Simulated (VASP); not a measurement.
# CdSe (P6_3mc) in VASP: relaxation of cell and atoms with r2SCAN

Aim: the relaxation of cell and atoms of CdSe with r2SCAN.

All numbers are computed with VASP 6.6.1; they aren't measurements. Logs are shortened: lines on timing, memory, paths and dates and some standing lists are left out, and cuts for length are marked.

### 1 The cell of the first run

Symmetry: P6_3mc, No. 186, hexagonal system. The conventional cell has a = 4.340 Å, b = 4.340 Å, c = 7.076 Å, α = 90.00°, β = 90.00°, γ = 120.00°. Cd (site symmetry 3m) has 4 Se at 2.65 to 2.66 Å within 3.5 Å. Se (site symmetry 3m) has 4 Cd at 2.65 to 2.66 Å within 3.5 Å.

### 2 Relaxation of cell and atoms, r2SCAN

Contents of POSCAR:

```
CdSe
1.0
    4.3395930260      0.0000000000      0.0000000000
   -2.1697965130      3.7581978026      0.0000000000
    0.0000000000      0.0000000000      7.0758057469
Cd Se
2 2
Direct
    0.3333333333      0.6666666667     -0.0004322225
    0.6666666667      0.3333333333      0.4995677775
    0.3333333333      0.6666666667      0.3754322225
    0.6666666667      0.3333333333      0.8754322225
```

Contents of INCAR.step1:

```
ALGO = Normal
EDIFF = 1E-5
EDIFFG = -0.005
ENCUT = 550
GGA = PE
GGA_COMPAT = False
IBRION = 2
ISIF = 3
ISMEAR = 0
LASPH = True
LCHARG = False
LREAL = False
LWAVE = True
NELM = 120
NELMIN = 4
NSW = 100
PREC = Accurate
SIGMA = 0.02
```

Contents of INCAR.step2:

```
ALGO = Normal
EDIFF = 1E-7
EDIFFG = -0.01
ENCUT = 550
GGA_COMPAT = False
IBRION = 2
ISIF = 3
ISMEAR = 0
ISTART = 1
LASPH = True
LCHARG = False
LMIXTAU = True
LREAL = False
LWAVE = False
METAGGA = R2SCAN
NELM = 120
NELMIN = 4
NSW = 80
PREC = Accurate
SIGMA = 0.02
```

Contents of KPOINTS:

```
k-points
0
Gamma
  6 6 4
```

Potentials or basis: VASP PAW PBE potentials, release 64 (Cd, Se).

On the command line:

```sh
cat potpaw_PBE.64/Cd/POTCAR potpaw_PBE.64/Se/POTCAR > POTCAR
cp INCAR.step1 INCAR
mpirun -np 1 vasp_std > vasp.out
cp INCAR.step2 INCAR
mpirun -np 1 vasp_std > vasp.out
```

OUTCAR:

```text
EDIFF = 1E-7
   EDIFFG = -0.01
   ENCUT = 550
   IBRION = 2
   ISIF = 3
   ISMEAR = 0
   ISTART = 1
   LASPH = True
   LREAL = False
   METAGGA = R2SCAN
   NELM = 120
   NELMIN = 4
   NSW = 80
   PREC = Accurate

 ion  position               nearest neighbor table
   1  0.333  0.667  1.000-   4 2.65   4 2.65   4 2.65   3 2.66
   2  0.667  0.333  0.500-   3 2.65   3 2.65   3 2.65   4 2.66
   3  0.333  0.667  0.375-   2 2.65   2 2.65   2 2.65   1 2.66
   4  0.667  0.333  0.875-   1 2.65   1 2.65   1 2.65   2 2.66

  LATTYP: Found a hexagonal cell.
 ALAT       =     4.3395930260
 C/A-ratio  =     1.6305228865

  Lattice vectors:

 A1 = (   4.3395930260,   0.0000000000,   0.0000000000)
 A2 = (  -2.1697965130,   3.7581978026,   0.0000000000)
 A3 = (   0.0000000000,   0.0000000000,   7.0758057469)

Analysis of symmetry for initial positions (statically):
=====================================================================
 Subroutine PRICEL returns:
 Original cell was already a primitive cell.

 Routine SETGRP: Setting up the symmetry group for a
 hexagonal supercell.

 Subroutine GETGRP returns: Found 12 space group operations
 (whereof  6 operations were pure point group operations)
 out of a pool of 24 trial point group operations.

The static configuration has the point symmetry C_3v.
 The point group associated with its full space group is C_6v.

Analysis of symmetry for dynamics (positions and initial velocities):
=====================================================================
 Subroutine PRICEL returns:
 Original cell was already a primitive cell.

 Routine SETGRP: Setting up the symmetry group for a
 hexagonal supercell.

 Subroutine GETGRP returns: Found 12 space group operations
 (whereof  6 operations were pure point group operations)
 out of a pool of 24 trial point group operations.

The dynamic configuration has the point symmetry C_3v.
 The point group associated with its full space group is C_6v.

 Subroutine INISYM returns: Found 12 space group operations
 (whereof  6 operations are pure point group operations),
 and found     1 'primitive' translations

----------------------------------------------------------------------------------------

                                     Primitive cell

  volume of cell :     115.3997

  direct lattice vectors                    reciprocal lattice vectors
     4.339593026  0.000000000  0.000000000     0.230436355  0.133042492  0.000000000
    -2.169796513  3.758197803  0.000000000     0.000000000  0.266084983  0.000000000
     0.000000000  0.000000000  7.075805747     0.000000000  0.000000000  0.141326661

  length of vectors
     4.339593026  4.339593026  7.075805747     0.266084983  0.266084983  0.141326661

  position of ions in fractional coordinates (direct lattice)
     0.333333333  0.666666667  0.999567777
     0.666666667  0.333333333  0.499567777
     0.333333333  0.666666667  0.375432223
     0.666666667  0.333333333  0.875432223

  ion indices of the primitive-cell ions
   primitive index   ion index
                 1           1
                 2           2
                 3           3
                 4           4

----------------------------------------------------------------------------------------

 KPOINTS: k-points

Automatic generation of k-mesh.
 Grid dimensions read from file:
 generate k-points for:    6    6    4

 Generating k-lattice:

  Cartesian coordinates                     Fractional coordinates (reciprocal lattice)
     0.038406059  0.022173749  0.000000000     0.166666667  0.000000000  0.000000000
     0.000000000  0.044347497  0.000000000     0.000000000  0.166666667  0.000000000
     0.000000000  0.000000000  0.035331665     0.000000000  0.000000000  0.250000000

  Length of vectors
     0.044347497  0.044347497  0.035331665

  Shift w.r.t. Gamma in fractional coordinates (k-lattice)
     0.000000000  0.000000000  0.000000000

 Subroutine IBZKPT returns following result:
 ===========================================

 Found     21 irreducible k-points:

 Following reciprocal coordinates:
            Coordinates               Weight
  0.000000  0.000000  0.000000      1.000000
  0.166667  0.000000  0.000000      6.000000
  0.333333 -0.000000  0.000000      6.000000
  0.500000  0.000000  0.000000      3.000000
  0.166667  0.166667  0.000000      6.000000
  0.333333  0.166667  0.000000     12.000000
[... 13 lines left out ...]
  0.333333  0.166667  0.500000     12.000000
  0.333333  0.333333  0.500000      2.000000
   k-points           NKPTS =     21   k-points in BZ     NKDIM =     21   number of bands    NBANDS=     22
   number of dos      NEDOS =    301   number of ions     NIONS =      4
   total plane-waves  NPLWV =  69984
   dimension x,y,z NGX =    36 NGY =   36 NGZ =   54
   dimension x,y,z NGXF=    72 NGYF=   72 NGZF=  108
   ions per type =               2   2
   NGX,Y,Z   is equivalent  to a cutoff of  13.79, 13.79, 12.69 a.u.
   NGXF,Y,Z  is equivalent  to a cutoff of  27.58, 27.58, 25.37 a.u.
 SYSTEM =  unknown system
   PREC   = accura    normal or accurate (medium, high low for compatibility)
   ISTART =      1    job   : 0-new  1-cont  2-samecut
   ICHARG =      0    charge: 1-file 2-atom 10-const
   ISPIN  =      1    spin polarized calculation?
   LNONCOLLINEAR =      F non collinear calculations
   LSORBIT =      F    spin-orbit coupling
   LASPH  =      T    aspherical Exc in radial PAW
   ENCUT  =  550.0 eV  40.42 Ry    6.36 a.u.   8.30  8.30 13.53*2*pi/ulx,y,z
   NELM   =    120;   NELMIN=  4; NELMDL=  0     # of ELM steps
   EDIFF  = 0.1E-06   stopping-criterion for ELM
   LREAL  =      F    real-space projection
   EDIFFG = -.1E-01   stopping-criterion for IOM
   NSW    =     80    number of steps for IOM
   IBRION =      2    ionic relax: 0-MD 1-quasi-New 2-CG
   NFREE  =      1    steps in history (QN), initial steepest desc. (CG)
   ISIF   =      3    stress and relaxation
   ISYM   =      2    0-nonsym 1-usesym 2-fastsym
   POTIM  = 0.5000    time-step for ionic-motion
   TEBEG  =    0.0;   TEEND  =   0.0 temperature during run
   PSTRESS=    0.0 pullay stress
   NELECT =      36.0000    total number of electrons
   NUPDOWN=      -1.0000    fix difference up-down
   EMIN   =  10.00;   EMAX   =-10.00  energy-range for DOS
   EFERMI =   0.00;   METHOD = LEGACY
   ISMEAR =     0;   SIGMA  =   0.02  broadening in eV -4-tet -1-fermi 0-gaus
   EFERMI_NEDOS =   21; number of points for ismear=-14 and -15
   IALGO  =     38    algorithm
   IMIX   =      4    mixing-type and parameters
     AMIX     =   0.40;   BMIX     =  1.00
     AMIX_MAG =   1.60;   BMIX_MAG =  1.00
  volume/ion in A,a.u.               =      28.85       194.69
  Fermi-wavevector in a.u.,A,eV,Ry     =   1.110301  2.098165 16.772838  1.232769
  Thomas-Fermi vector in A             =   2.246851
   LORBIT       =      0    0 simple, 1 ext, 2 COOP (PROOUT), +10 PAW based schemes
   METAGGA = R2SCAN    functional components
   LHFCALC =     F    Hartree Fock is set to
   AEXX    =    0.0000 exact exchange contribution
   IVDW    =     0    specifies the selected vdW correction
   LEPSILON=     F    determine dielectric tensor
   LRPA    =     F    only Hartree local field effects (RPA)
 conjugate gradient relaxation of ions
 non-spin polarized calculation
 Gauss-broadening in eV      SIGMA  =   0.02
  energy-cutoff  :      550.00
  volume of cell :      115.40
 maximum number of plane-waves:      3408
 NGX is ok and might be reduce to    36
   NGX = 17   NGY = 17   NGZ = 27

--------------------------------------- Ionic step        1  -------------------------------------------

 number of electron      36.0000014 magnetization

 Free energy of the ion-electron system (eV)
  ---------------------------------------------------
  ext. energy  EPLUGINS =         0.00000000
  ---------------------------------------------------
  free energy    TOTEN  =       -71.82994420 eV

  energy without entropy =      -71.82994420  energy(sigma->0) =      -71.82994420

------------------------ aborting loop because EDIFF is reached ----------------------------------------

  FORCE on cell =-STRESS in cart. coord.  units (eV):
  Direction    XX          YY          ZZ          XY          YZ          ZX
  --------------------------------------------------------------------------------------
  -------------------------------------------------------------------------------------
  Total        0.1817469      0.1817469      0.1916459      0.0000000      0.0000000      0.0000000
  in kB        2.5233241      2.5233241      2.6607598      0.0000000      0.0000000      0.0000000
  external PRESSURE =       2.5691360 kB  Pullay stress =       0.0000000 kB

 VOLUME and BASIS-vectors are now :
 -----------------------------------------------------------------------------
  energy-cutoff  :      550.00
  volume of cell :      115.40
      direct lattice vectors                 reciprocal lattice vectors
     4.339593026  0.000000000  0.000000000     0.230436355  0.133042492  0.000000000
    -2.169796513  3.758197803  0.000000000     0.000000000  0.266084983  0.000000000
     0.000000000  0.000000000  7.075805747     0.000000000  0.000000000  0.141326661
[... 39 lines left out ...]
 POSITION                                       TOTAL-FORCE (eV/Angst)
 -----------------------------------------------------------------------------------
     -0.00000      2.51096      7.08904        -0.000000      0.000000     -0.000458
      2.17455      1.25548      3.54296        -0.000000      0.000000     -0.000458
     -0.00000      2.51096      2.66268         0.000000      0.000000      0.000458
      2.17455      1.25548      6.20876         0.000000     -0.000000      0.000458
 -----------------------------------------------------------------------------------
    total drift:                               -0.000000     -0.000000     -0.003345

  FREE ENERGIE OF THE ION-ELECTRON SYSTEM (eV)
  ---------------------------------------------------
  free  energy   TOTEN  =       -71.8303322196 eV

  energy  without entropy=      -71.8303322196  energy(sigma->0) =      -71.83033222

--------------------------------------- Ionic step        3  -------------------------------------------

 number of electron      36.0000016 magnetization

 Free energy of the ion-electron system (eV)
  ---------------------------------------------------
  ext. energy  EPLUGINS =         0.00000000
  ---------------------------------------------------
  free energy    TOTEN  =       -71.83039113 eV

  energy without entropy =      -71.83039113  energy(sigma->0) =      -71.83039113

 E-fermi :   0.5127     XC(G=0):  -9.2761

 val. band max:        0.4112735992   @ k =   0.0000   0.0000   0.0000
 cond. band min:       1.4941997301   @ k =   0.0000   0.0000   0.0000
 fundamental gap:      1.0829261309
 Fermi energy:         0.5126822227

 k-point     1 :       0.0000    0.0000    0.0000
  band No.  band energies     occupation
      1     -12.4429      2.00000
      2     -12.0842      2.00000
      3      -7.6528      2.00000
      4      -7.6467      2.00000
      5      -7.6467      2.00000
      6      -7.5789      2.00000
[... 14 lines left out ...]
     21       6.7875      0.00000
     22       6.7875      0.00000
[... 520 lines left out ...]
 POSITION                                       TOTAL-FORCE (eV/Angst)
 -----------------------------------------------------------------------------------
     -0.00000      2.50948      7.08465        -0.000000      0.000000     -0.000655
      2.17327      1.25474      3.54078        -0.000000      0.000000     -0.000655
     -0.00000      2.50948      2.66101         0.000000      0.000000      0.000655
      2.17327      1.25474      6.20489         0.000000     -0.000000      0.000655
 -----------------------------------------------------------------------------------
    total drift:                               -0.000000      0.000000     -0.003356

  FREE ENERGIE OF THE ION-ELECTRON SYSTEM (eV)
  ---------------------------------------------------
  free  energy   TOTEN  =       -71.8303911274 eV

  energy  without entropy=      -71.8303911274  energy(sigma->0) =      -71.83039113

 reached required accuracy - stopping structural energy minimisation
```

It took 9.1 min on 1 thread of Intel Xeon 6975P-C, shared host; peak memory 0.31 GiB.

Results:

```
Free energy                            : -71.8304 eV
Relaxed volume                         : 28.99 Å³/atom
Relaxed cell                           : a = 4.347 Å, b = 4.347 Å, c = 7.088 Å, α = 90.00°, β = 90.00°, γ = 120.00°
Space group after relaxing (to 0.05 Å) : P6_3mc (No. 186)
Energy gained by relaxing              : 0.1 meV/atom
Ionic steps                            : 3
Pressure after relaxing                : 0.0 GPa
Band gap on the k mesh                 : 1.08 eV, direct
```

The path:
```tsv
step	energy change (eV)	largest force (eV/Å)	pressure (GPa)	volume (Å³)
1	0.0000	0.0011	0.26	115.40
2	-0.0004	0.0005	-0.09	116.17
3	-0.0004	0.0007	0.00	115.97
```

Final structure:
```
Cd Se
1.0
     4.34654    0.00000    0.00000
    -2.17327    3.76422    0.00000
     0.00000    0.00000    7.08776
Cd Se
2 2
Direct
  0.33333 0.66667 0.99956
  0.66667 0.33333 0.49956
  0.33333 0.66667 0.37544
  0.66667 0.33333 0.87544
```

Caveat: the PAW data sets were made with another functional, which shifts forces and pressure a little. r2SCAN opens gaps a little over a GGA but as a rule still falls short of measured ones.
